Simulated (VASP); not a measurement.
Here is a VASP 6.6.1 calculation.

The input POSCAR:

```
AlNi
1.0
    1.9704815186     -1.9852152002      0.0000000000
    1.9704815186      1.9852152002      0.0000000000
    0.0000000000      0.0000000000      3.1502493602
Al Ni
1 1
Direct
    0.0000000000      0.0000000000      0.0000000000
    0.5000000000      0.5000000000      0.5000000000
```

INCAR.step1

```
SYSTEM = AlNi
ALGO = Normal ; EDIFF = 1E-4
ENCUT = 520 ; GGA = PE
ISMEAR = -1 ; ISPIN = 2
LASPH = .TRUE. ; LCHARG = .FALSE.
LMAXMIX = 4 ; LREAL = .FALSE.
LWAVE = .TRUE. ; MAGMOM = 0 1
NBANDS = 18 ; NELM = 150
PREC = Accurate ; SIGMA = 0.15
```

File INCAR.step2:

```
SYSTEM = AlNi
ALGO = Normal ; EDIFF = 1E-6
ENCUT = 520 ; ISIF = 2
ISMEAR = -1 ; ISPIN = 2
ISTART = 1 ; LASPH = .TRUE.
LCHARG = .FALSE. ; LMAXMIX = 4
LMIXTAU = .TRUE. ; LORBIT = 11
LREAL = .FALSE. ; LWAVE = .FALSE.
MAGMOM = 0 1 ; METAGGA = R2SCAN
NBANDS = 18 ; NELM = 150
PREC = Accurate ; SIGMA = 0.15
```

The input KPOINTS:

```
k-points
0
G
  10 10 9
  0 0 0
```

Potentials or basis: VASP PAW PBE potentials, release 64 (Al, Ni).

Run with:

```bash
$ cat potpaw_PBE.64/Al/POTCAR potpaw_PBE.64/Ni/POTCAR > POTCAR
$ cp INCAR.step1 INCAR
$ mpirun -np 1 vasp_std > vasp.out
$ cp INCAR.step2 INCAR
$ mpirun -np 1 vasp_std > vasp.out
```

Task: What does it give for the net moment?

Result: 0.00 μB per cell.

Task: Estimate the pressure.

Result: -7.1 GPa.

Stress tensor (GPa, compression positive):
```
 -4.29   0.00   0.00
  0.00  -5.74   0.00
  0.00   0.00 -11.27
```

Caveat: the PAW data sets were made with another functional, which shifts forces and pressure a little.
